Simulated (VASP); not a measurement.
# Rb (Im-3m) in VASP: single point with RPBE

Aim: the single point of Rb with RPBE.

Program: VASP 6.6.1. These are calculated values, not measurements. Logs are shortened: lines on timing, memory, paths and dates and some standing lists are left out, and cuts for length are marked.

## Step 1: The cell of the first run

The structure is cubic, space group Im-3m (No. 229). The conventional cell has a = 5.878 Å, b = 5.878 Å, c = 5.878 Å, α = 90.00°, β = 90.00°, γ = 90.00°.

## Step 2: Single point, RPBE

The input, INCAR:

```
SYSTEM = Rb
ALGO     = Normal         ! electronic algorithm
EDIFF    = 1E-7           ! SCF threshold, eV
ENCUT    = 520            ! plane-wave cutoff, eV
GGA      = RP             ! functional
ISIF     = 2              ! what is computed and relaxed
ISMEAR   = -1             ! smearing method
LASPH    = .TRUE.         ! aspherical terms in the spheres
LCHARG   = .FALSE.        ! write CHGCAR
LREAL    = .FALSE.        ! projectors in reciprocal space
LWAVE    = .FALSE.        ! write WAVECAR
NBANDS   = 10             ! bands
NELM     = 100            ! most SCF steps
PREC     = Accurate       ! precision mode
SIGMA    = 0.1            ! smearing width, eV
```

The input, KPOINTS:

```
k-points
0
G
  13 13 13
  0 0 0
```

The input, POSCAR:

```
Rb
1.0
   -2.9392077051      2.9392077051      2.9392077051
    2.9392077051     -2.9392077051      2.9392077051
    2.9392077051      2.9392077051     -2.9392077051
Rb
1
Direct
    0.0000000000      0.0000000000      0.0000000000
```

Potentials or basis: VASP PAW PBE potentials, release 64 (Rb_sv).

Launch:

```sh
$ cat potpaw_PBE.64/Rb_sv/POTCAR > POTCAR
$ mpirun -np 1 vasp_std > vasp.out
```

OUTCAR:

```text
SYSTEM = Rb
   EDIFF = 1E-7
   ENCUT = 520
   GGA = RP
   ISIF = 2
   ISMEAR = -1
   LASPH = .TRUE.
   LREAL = .FALSE.
   NELM = 100
   PREC = Accurate

 ion  position               nearest neighbor table
   1  0.000  0.000  0.000-

  LATTYP: Found a body centered cubic cell.
 ALAT       =     5.8784154102

  Lattice vectors:

 A1 = (  -2.9392077051,   2.9392077051,   2.9392077051)
 A2 = (   2.9392077051,  -2.9392077051,   2.9392077051)
 A3 = (   2.9392077051,   2.9392077051,  -2.9392077051)

Analysis of symmetry for initial positions (statically):
=====================================================================
 Subroutine PRICEL returns:
 Original cell was already a primitive cell.

 Routine SETGRP: Setting up the symmetry group for a
 body centered cubic supercell.

 Subroutine GETGRP returns: Found 48 space group operations
 (whereof 48 operations were pure point group operations)
 out of a pool of 48 trial point group operations.

The static configuration has the point symmetry O_h .

Analysis of symmetry for dynamics (positions and initial velocities):
=====================================================================
 Subroutine PRICEL returns:
 Original cell was already a primitive cell.

 Routine SETGRP: Setting up the symmetry group for a
 body centered cubic supercell.

 Subroutine GETGRP returns: Found 48 space group operations
 (whereof 48 operations were pure point group operations)
 out of a pool of 48 trial point group operations.

The dynamic configuration has the point symmetry O_h .

 Subroutine INISYM returns: Found 48 space group operations
 (whereof 48 operations are pure point group operations),
 and found     1 'primitive' translations

----------------------------------------------------------------------------------------

                                     Primitive cell

  volume of cell :     101.5666

  direct lattice vectors                    reciprocal lattice vectors
    -2.939207705  2.939207705  2.939207705     0.000000000  0.170113871  0.170113871
     2.939207705 -2.939207705  2.939207705     0.170113871  0.000000000  0.170113871
     2.939207705  2.939207705 -2.939207705     0.170113871  0.170113871  0.000000000

  length of vectors
     5.090857079  5.090857079  5.090857079     0.240577343  0.240577343  0.240577343

  position of ions in fractional coordinates (direct lattice)
     0.000000000  0.000000000  0.000000000

  ion indices of the primitive-cell ions
   primitive index   ion index
                 1           1

----------------------------------------------------------------------------------------

 KPOINTS: k-points

Automatic generation of k-mesh.
 Grid dimensions read from file:
 generate k-points for:   13   13   13

 Generating k-lattice:

  Cartesian coordinates                     Fractional coordinates (reciprocal lattice)
     0.000000000  0.013085682  0.013085682     0.076923077  0.000000000  0.000000000
     0.013085682  0.000000000  0.013085682     0.000000000  0.076923077  0.000000000
     0.013085682  0.013085682  0.000000000     0.000000000  0.000000000  0.076923077

  Length of vectors
     0.018505949  0.018505949  0.018505949

  Shift w.r.t. Gamma in fractional coordinates (k-lattice)
     0.000000000  0.000000000  0.000000000

 Subroutine IBZKPT returns following result:
 ===========================================

 Found     84 irreducible k-points:

 Following reciprocal coordinates:
            Coordinates               Weight
  0.000000  0.000000  0.000000      1.000000
  0.076923  0.000000  0.000000     12.000000
  0.153846  0.000000  0.000000     12.000000
  0.230769  0.000000  0.000000     12.000000
  0.307692  0.000000  0.000000     12.000000
  0.384615  0.000000  0.000000     12.000000
[... 16 lines left out ...]
  0.153846  0.076923  0.076923     24.000000
  0.230769  0.076923  0.076923     24.000000
 [... further k-points ...]
   k-points           NKPTS =     84   k-points in BZ     NKDIM =     84   number of bands    NBANDS=     10
   number of dos      NEDOS =    301   number of ions     NIONS =      1
   total plane-waves  NPLWV =  64000
   dimension x,y,z NGX =    40 NGY =   40 NGZ =   40
   dimension x,y,z NGXF=    80 NGYF=   80 NGZF=   80
   ions per type =               1
   NGX,Y,Z   is equivalent  to a cutoff of  13.06, 13.06, 13.06 a.u.
   NGXF,Y,Z  is equivalent  to a cutoff of  26.12, 26.12, 26.12 a.u.
 SYSTEM =  Rb
   PREC   = accura    normal or accurate (medium, high low for compatibility)
   ISTART =      0    job   : 0-new  1-cont  2-samecut
   ICHARG =      2    charge: 1-file 2-atom 10-const
   ISPIN  =      1    spin polarized calculation?
   LNONCOLLINEAR =      F non collinear calculations
   LSORBIT =      F    spin-orbit coupling
   LASPH  =      T    aspherical Exc in radial PAW
   ENCUT  =  520.0 eV  38.22 Ry    6.18 a.u.   9.47  9.47  9.47*2*pi/ulx,y,z
   NELM   =    100;   NELMIN=  2; NELMDL= -5     # of ELM steps
   EDIFF  = 0.1E-06   stopping-criterion for ELM
   LREAL  =      F    real-space projection
   EDIFFG = 0.1E-05   stopping-criterion for IOM
   NSW    =      0    number of steps for IOM
   IBRION =     -1    ionic relax: 0-MD 1-quasi-New 2-CG
   NFREE  =      0    steps in history (QN), initial steepest desc. (CG)
   ISIF   =      2    stress and relaxation
   ISYM   =      2    0-nonsym 1-usesym 2-fastsym
   POTIM  = 0.5000    time-step for ionic-motion
   TEBEG  =    0.0;   TEEND  =   0.0 temperature during run
   PSTRESS=    0.0 pullay stress
   NELECT =       9.0000    total number of electrons
   NUPDOWN=      -1.0000    fix difference up-down
   EMIN   =  10.00;   EMAX   =-10.00  energy-range for DOS
   EFERMI =   0.00;   METHOD = LEGACY
   ISMEAR =    -1;   SIGMA  =   0.10  broadening in eV -4-tet -1-fermi 0-gaus
   EFERMI_NEDOS =   21; number of points for ismear=-14 and -15
   IALGO  =     38    algorithm
   IMIX   =      4    mixing-type and parameters
     AMIX     =   0.40;   BMIX     =  1.00
     AMIX_MAG =   1.60;   BMIX_MAG =  1.00
  volume/ion in A,a.u.               =     101.57       685.41
  Fermi-wavevector in a.u.,A,eV,Ry     =   0.729859  1.379233  7.247736  0.532694
  Thomas-Fermi vector in A             =   1.821685
   LORBIT       =      0    0 simple, 1 ext, 2 COOP (PROOUT), +10 PAW based schemes
   GGA     = RP    functional components
   LHFCALC =     F    Hartree Fock is set to
   AEXX    =    0.0000 exact exchange contribution
   IVDW    =     0    specifies the selected vdW correction
   LEPSILON=     F    determine dielectric tensor
   LRPA    =     F    only Hartree local field effects (RPA)
 non-spin polarized calculation
  energy-cutoff  :      520.00
  volume of cell :      101.57
 maximum number of plane-waves:      2755
 NGX is ok and might be reduce to    40
   NGX = 19   NGY = 19   NGZ = 19

 number of electron       9.0000000 magnetization

 Free energy of the ion-electron system (eV)
  ---------------------------------------------------
  ext. energy  EPLUGINS =         0.00000000
  ---------------------------------------------------
  free energy    TOTEN  =        -0.84055597 eV

  energy without entropy =       -0.80934509  energy(sigma->0) =       -0.82495053

 E-fermi :  -0.0922     XC(G=0):  -5.0820

 val. band max:       -0.1052572779   @ k =  -0.3077   0.3077   0.3077
 cond. band min:      -0.0681395725   @ k =  -0.3846   0.4615   0.0769
 fundamental gap:      0.0371177054
 Fermi energy:        -0.0922475752

 k-point     1 :       0.0000    0.0000    0.0000
  band No.  band energies     occupation
      1     -29.1119      2.00000
      2     -13.1730      2.00000
      3     -13.1730      2.00000
      4     -13.1730      2.00000
      5      -1.9141      2.00000
      6       3.5284      0.00000
      7       3.5284      0.00000
      8       3.5284      0.00000
      9       4.3627      0.00000
     10       4.3627      0.00000

 k-point     2 :       0.0769    0.0000    0.0000
  band No.  band energies     occupation
      1     -29.1118      2.00000
      2     -13.1767      2.00000
      3     -13.1742      2.00000
      4     -13.1730      2.00000
      5      -1.8509      2.00000
      6       3.4199      0.00000
      7       3.4310      0.00000
      8       3.5841      0.00000
      9       4.2088      0.00000
     10       4.3324      0.00000

 k-point     3 :       0.1538    0.0000    0.0000
  band No.  band energies     occupation
      1     -29.1114      2.00000
      2     -13.1867      2.00000
      3     -13.1777      2.00000
      4     -13.1730      2.00000
      5      -1.6644      2.00000
      6       3.0181      0.00000
      7       3.2046      0.00000
      8       3.7495      0.00000
      9       4.1208      0.00000
     10       4.2770      0.00000

 k-point     4 :       0.2308    0.0000    0.0000
  band No.  band energies     occupation
      1     -29.1109      2.00000
      2     -13.2008      2.00000
      3     -13.1825      2.00000
      4     -13.1729      2.00000
      5      -1.3626      1.99999
      6       2.4566      0.00000
      7       2.9520      0.00000
      8       4.0197      0.00000
      9       4.1807      0.00000
     10       4.2553      0.00000
[... 222 lines left out ...]
 k-point    22 :       0.0769    0.0769    0.0769
  band No.  band energies     occupation
      1     -29.1112      2.00000
      2     -13.1939      2.00000
      3     -13.1757      2.00000
      4     -13.1757      2.00000
      5      -1.5421      2.00000
      6       2.8950      0.00000
      7       2.8950      0.00000
      8       3.8464      0.00000
      9       4.2744      0.00000
     10       4.2744      0.00000

 k-point    23 :       0.1538    0.0769    0.0769
  band No.  band energies     occupation
      1     -29.1107      2.00000
      2     -13.2059      2.00000
      3     -13.1806      2.00000
      4     -13.1758      2.00000
      5      -1.2440      1.99998
      6       2.4152      0.00000
      7       2.6322      0.00000
      8       4.0198      0.00000
      9       4.3134      0.00000
     10       4.4232      0.00000

 k-point    24 :       0.2308    0.0769    0.0769
  band No.  band energies     occupation
      1     -29.1102      2.00000
      2     -13.2174      2.00000
      3     -13.1869      2.00000
      4     -13.1760      2.00000
      5      -0.8449      1.99892
      6       1.8890      0.00000
      7       2.4262      0.00000
      8       4.0846      0.00000
      9       4.4435      0.00000
     10       4.5383      0.00000

 [... further k-points ...]
[... 5 lines left out ...]
  --------------------------------------------------------------------------------------
  -------------------------------------------------------------------------------------
  Total       -0.0099721     -0.0099721     -0.0099721     -0.0000000     -0.0000000      0.0000000
  in kB       -0.1573064     -0.1573064     -0.1573064     -0.0000000     -0.0000000      0.0000000
  external PRESSURE =      -0.1573064 kB  Pullay stress =       0.0000000 kB

 VOLUME and BASIS-vectors are now :
 -----------------------------------------------------------------------------
  energy-cutoff  :      520.00
  volume of cell :      101.57
      direct lattice vectors                 reciprocal lattice vectors
    -2.939207705  2.939207705  2.939207705     0.000000000  0.170113871  0.170113871
     2.939207705 -2.939207705  2.939207705     0.170113871  0.000000000  0.170113871
     2.939207705  2.939207705 -2.939207705     0.170113871  0.170113871  0.000000000

 POSITION                                       TOTAL-FORCE (eV/Angst)
 -----------------------------------------------------------------------------------
      0.00000      0.00000      0.00000        -0.000000      0.000000      0.000000
 -----------------------------------------------------------------------------------
    total drift:                               -0.000000      0.000000     -0.000000

  FREE ENERGIE OF THE ION-ELECTRON SYSTEM (eV)
  ---------------------------------------------------
  free  energy   TOTEN  =        -0.8405559727 eV

  energy  without entropy=       -0.8093450869  energy(sigma->0) =       -0.82495053
```

Wall time 36 s (1 thread of Intel Xeon 6975P-C (Granite Rapids), shared host); peak memory 0.27 GiB.

Results:

```
Free energy : -0.8406 eV
Pressure    : 0.0 GPa
```

Levels at points of the mesh, in eV from the Fermi level:
| k point | band 1 | band 2 | band 3 | band 4 | band 5 | band 6 | band 7 | band 8 |
| --- | --- | --- | --- | --- | --- | --- | --- | --- |
| (0.00, 0.00, 0.00) | -29.02 | -13.08 | -13.08 | -13.08 | -1.82 | 3.62 | 3.62 | 3.62 |

Caveat: the PAW data sets were made with another functional, which shifts forces and pressure a little.
